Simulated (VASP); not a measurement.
The system is SbPt.

```
CELL_PARAMETERS angstrom
4.22750 0.00000 0.00000
-2.11375 3.66112 0.00000
0.00000 0.00000 5.54731
ATOMIC_POSITIONS crystal
Sb 0.33333 0.66667 0.25000
Sb 0.66667 0.33333 0.75000
Pt 0.00000 0.00000 0.00000
Pt 0.00000 0.00000 0.50000
```

* Program: VASP 6.6.1
* Task: relaxation of cell and atoms
* Functional: PBEsol
* Potentials or basis: VASP PAW PBE potentials, release 64 (Sb, Pt)
* Cutoff: 600 eV
* k mesh: 12 × 12 × 8
* Occupations: gaussian, width 0.1 eV
* Spin: no spin polarisation

At the start: pressure -5.5 GPa; volume 21.46 Å³/atom.

Q: How do energy, volume and symmetry change on relaxing?

A: Over 6 steps the energy falls by 16.2 meV/atom and the volume is 20.56 Å³/atom (-4.2 %); space group P6_3/mmc (No. 194, to 0.1 Å) before and after.

The path:
```
step  energy change (eV)  largest force (eV/Å)  pressure (GPa)  volume (Å³)
   1              0.0000                0.0000           -5.50        85.86
   2              0.1096                0.0000           11.30        77.03
   3             -0.0646                0.0000           -0.12        82.34
   4             -0.0646                0.0000            0.02        82.27
   5             -0.0646                0.0000            0.02        82.26
   6             -0.0646                0.0000            0.02        82.26
```

Final structure:
```
Sb Pt
1.0
     4.16851    0.00000    0.00000
    -2.08425    3.61003    0.00000
     0.00000    0.00000    5.46610
Sb Pt
2 2
Direct
  0.33333 0.66667 0.25000
  0.66667 0.33333 0.75000
  0.00000 0.00000 0.00000
  0.00000 0.00000 0.50000
```

Caveat: the PAW data sets were made with another functional, which shifts forces and pressure a little.
